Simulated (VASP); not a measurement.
A run of VASP 6.6.1 is set up as follows.

The input INCAR:

```
PREC = Accurate
ENCUT = 520
EDIFF = 1E-6
ISMEAR = -1
SIGMA = 0.05
LREAL = F
LASPH = T
NELM = 150
ALGO = Normal
ISIF = 2
LWAVE = F
LCHARG = F
ISPIN = 2
MAGMOM = 0.5 -0.5
LORBIT = 11
LMAXMIX = 4
GGA = B5
ALDAX = 1.0
AGGAX = 1.0
AGGAC = 1.0
ALDAC = 0.0
NBANDS = 21
```

Contents of KPOINTS:

```
regular mesh
0
Gamma
  16 16 16
```

Contents of POSCAR:

```
Pd
1.0
    3.1609010499      0.0000000000      0.0000000000
    0.0000000000      3.1609010499      0.0000000000
    0.0000000000      0.0000000000      3.1609010499
Pd
2
Direct
    0.0000000000      0.0000000000      0.0000000000
    0.5000000000      0.5000000000      0.5000000000
```

Potentials or basis: VASP PAW PBE potentials, release 64 (Pd).

Run with:

```console
$ cat potpaw_PBE.64/Pd/POTCAR > POTCAR
$ mpirun -np 1 vasp_std > vasp.out
```

Predict the band gap on the k mesh.

zero (filled and empty bands overlap).

Predict the net moment.

0.00 μB per cell.
